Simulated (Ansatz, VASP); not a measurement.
# Two plane-wave programs on ZnO

Contents of POSCAR:

```
ZnO
1.0
   -3.2312782000      3.2312782000      2.6430731000
    3.2312782000     -3.2312782000      2.6430731000
    3.2312782000      3.2312782000     -2.6430731000
Zn O
4 4
Direct
    0.4104440000      0.9104440000      0.1983980000
    0.7120460000      0.2120460000      0.8016020000
    0.9104440000      0.7120460000      0.5000000000
    0.2120460000      0.4104440000      0.5000000000
    0.2886885000      0.0895835000      0.5000000000
    0.5895835000      0.7886885000      0.5000000000
    0.7886885000      0.2886885000      0.1991050000
    0.0895835000      0.5895835000      0.8008950000
```

Contents of INCAR.step1:

```
PREC = Accurate
ENCUT = 520
ISMEAR = 0
SIGMA = 0.02
LREAL = F
LASPH = T
NELM = 100
NBANDS = 46
GGA = PE
ALGO = Normal
EDIFF = 1E-4
LWAVE = T
LCHARG = F
```

INCAR.step2

```
PREC = Accurate
ENCUT = 520
EDIFF = 1E-6
ISMEAR = 0
SIGMA = 0.02
LREAL = F
LASPH = T
NELM = 100
ALGO = Normal
ISIF = 2
LWAVE = F
LCHARG = T
METAGGA = R2SCAN
LMIXTAU = T
LELF = T
LVHAR = T
NBANDS = 46
ISTART = 1
```

Contents of KPOINTS:

```
Automatic mesh
0
Gamma
  8 8 8
```

Input for Ansatz:

```yaml
crystal:
  lattice:
    - [-3.2312782, 3.2312782, 2.6430731]
    - [3.2312782, -3.2312782, 2.6430731]
    - [3.2312782, 3.2312782, -2.6430731]
  atoms:
    - { symbol: Zn, position: [0.410444, 0.910444, 0.198398] }
    - { symbol: Zn, position: [0.712046, 0.212046, 0.801602] }
    - { symbol: Zn, position: [0.910444, 0.712046, 0.5] }
    - { symbol: Zn, position: [0.212046, 0.410444, 0.5] }
    - { symbol: O, position: [0.2886885, 0.0895835, 0.5] }
    - { symbol: O, position: [0.5895835, 0.7886885, 0.5] }
    - { symbol: O, position: [0.7886885, 0.2886885, 0.199105] }
    - { symbol: O, position: [0.0895835, 0.5895835, 0.800895] }
basis:
  ecutwfc: 500
kpoints:
  mp_grid: { grid: [8, 8, 8] }
  band_path:
    path:
      - [[0.0, 0.0, 0.0], [0.0, 0.0, 0.5], [-0.5, 0.5, 0.5], [0.0, 0.0, 0.0], [0.41726676, 0.41726676, -0.41726676]]
      - [[-0.41726676, 0.58273324, 0.41726676], [-0.5, 0.5, 0.5]]
      - [[0.0, 0.0, 0.5], [0.25, 0.25, 0.25], [0.0, 0.5, 0.0], [0.0, 0.0, 0.0]]
    npoints: 14
hamiltonian:
  xc: r2scan
scf:
  occupations: { method: gaussian, width: 0.02 }
  n_extra_bands: 20
output:
  forces: true
  stress: true
  eigenvalues: true
  populations: true
  dos: { projected: true, de: 0.02, nscf_kmesh: { grid: [12, 12, 12] } }
  bader: true
```

Alike in both runs: task single point; functional r2SCAN; k mesh 8 × 8 × 8; occupations gaussian, width 0.02 eV; no spin polarisation.

|  | VASP | Ansatz |
| --- | --- | --- |
| version | VASP 6.6.1 | Ansatz 0.2.0 |
| potentials or method | VASP PAW PBE potentials, release 64 (Zn, O), cutoff 520 eV | scalar-relativistic, plane waves, PAW |
| valence electrons in the cell | 72 | 72 |

Ansatz gave:

- gap on the k mesh at the Fermi level (eV): 1.30
- least direct gap on the mesh (eV): 1.30
- pressure (GPa): -5.0
- traceless stress, the component that is largest in VASP (GPa): -0.35
- rms of the force components (eV/Å): 0.028

**Question.** What did VASP give for the same quantities?

**Answer.** gap on the k mesh at the Fermi level (eV): 1.30; least direct gap on the mesh (eV): 1.30; pressure (GPa): -4.2; traceless stress, the component that is largest in VASP (GPa): -0.30; rms of the force components (eV/Å): 0.030.

VASP's potentials were made for PBE, not for r2SCAN. Atom by atom the forces differ by 0.006 eV/Å (rms over components).
